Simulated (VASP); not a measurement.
Wanted: the native input for a VASP 6.6.1 run.

| Quantity | Value |
| --- | --- |
| Task | single point |
| Functional | PBE |
| Potentials or basis | VASP PAW PBE potentials, release 64 (Se) |
| Cutoff | 520 eV |
| k mesh | 14 × 14 × 14 |
| Occupations | fermi-dirac, width 0.1 eV |
| Spin | no spin polarisation |
| Dipole correction | no |
| Further INCAR settings | ALGO = Normal; EDIFF = 1e-06; NBANDS = 13 |

The structure of Se lies in POSCAR:

```
Se
1.0
    0.0000000000      2.3237639704      2.3237639704
    2.3237639704      0.0000000000      2.3237639704
    2.3237639704      2.3237639704      0.0000000000
Se
2
Direct
   -0.1250000000     -0.1250000000     -0.1250000000
    0.1250000000      0.1250000000      0.1250000000
```

One way to write it, as run:

INCAR

```
PREC = Accurate
ENCUT = 520
EDIFF = 1E-6
ISMEAR = -1
SIGMA = 0.1
LREAL = F
LASPH = T
NELM = 60
ALGO = Normal
ISIF = 2
LWAVE = F
LCHARG = T
GGA = PE
LELF = T
LVHAR = T
NBANDS = 13
```

KPOINTS

```
Automatic mesh
0
Gamma
  14 14 14
```

Potentials or basis: VASP PAW PBE potentials, release 64 (Se).

Launch:

```bash
$ cat potpaw_PBE.64/Se/POTCAR > POTCAR
$ mpirun -np 1 vasp_std > vasp.out
```

Results of the run:

```yaml
Pressure: 224.1 GPa
Band_gap_on_the_k_mesh: zero (band 6 reaches 16.06 eV, above the bottom of band 7 at 10.89 eV)
```

Run time: 16 s on 1 thread of Intel(R) Xeon(R) 6975P-C (Granite Rapids), with other jobs on the host, peak memory 0.15 GiB.
